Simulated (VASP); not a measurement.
Input of a VASP 6.6.1 run:

The input POSCAR:

```
HfO2
1.0
    0.0000000000      2.5291823194      2.4606414785
    2.5291823194      0.0000000000      2.4606414785
    2.5291823194      2.5291823194      0.0000000000
Hf O
1 2
Direct
    0.0000000000      0.0000000000      0.0000000000
    0.2500000000      0.2500000000      0.2500000000
    0.7500000000      0.7500000000      0.7500000000
```

File INCAR.step1:

```
SYSTEM = HfO2
PREC = Accurate ; ENCUT = 520
EDIFF = 1E-5 ; ISMEAR = 0
SIGMA = 0.01 ; LREAL = .FALSE.
LASPH = .TRUE. ; NELM = 120
ALGO = Normal ; ISIF = 2
LWAVE = .TRUE. ; GGA = PE
NBANDS = 18 ; GGA_COMPAT = .FALSE.
KPAR = 4
```

The input INCAR.step2:

```
SYSTEM = HfO2
PREC = Accurate ; ENCUT = 520
EDIFF = 1E-6 ; ISMEAR = 0
SIGMA = 0.01 ; LREAL = .FALSE.
LASPH = .TRUE. ; NELM = 120
ALGO = Normal ; ISIF = 2
LWAVE = .FALSE. ; LCHARG = .TRUE.
GGA = PE ; LHFCALC = .TRUE.
HFSCREEN = 0.2079 ; PRECFOCK = Normal
LVHAR = .TRUE. ; ISTART = 1
NBANDS = 18 ; GGA_COMPAT = .FALSE.
KPAR = 4
```

File KPOINTS:

```
Automatic mesh
0
G
  6 6 6
  0 0 0
```

Potentials or basis: VASP PAW PBE potentials, release 64 (Hf_pv, O).

Launch:

```sh
$ cat potpaw_PBE.64/Hf_pv/POTCAR potpaw_PBE.64/O/POTCAR > POTCAR
$ cp INCAR.step1 INCAR
$ mpirun -np 4 vasp_std > vasp.out
$ cp INCAR.step2 INCAR
$ mpirun -np 4 vasp_std > vasp.out
```

(1) Predict the band gap on the k mesh.

(2) Predict the pressure.

Results:

(1) 5.18 eV (least direct gap 5.22 eV).

(2) 2.2 GPa.

Caveat: the cell differs from its parent crystal (uniaxial z strain -2.7%); the stress differs along the axes, from -2 to 12 GPa; the PAW data sets were made with another functional, which shifts forces and pressure a little; spin-orbit coupling is left out, which moves the levels of the heavy elements.
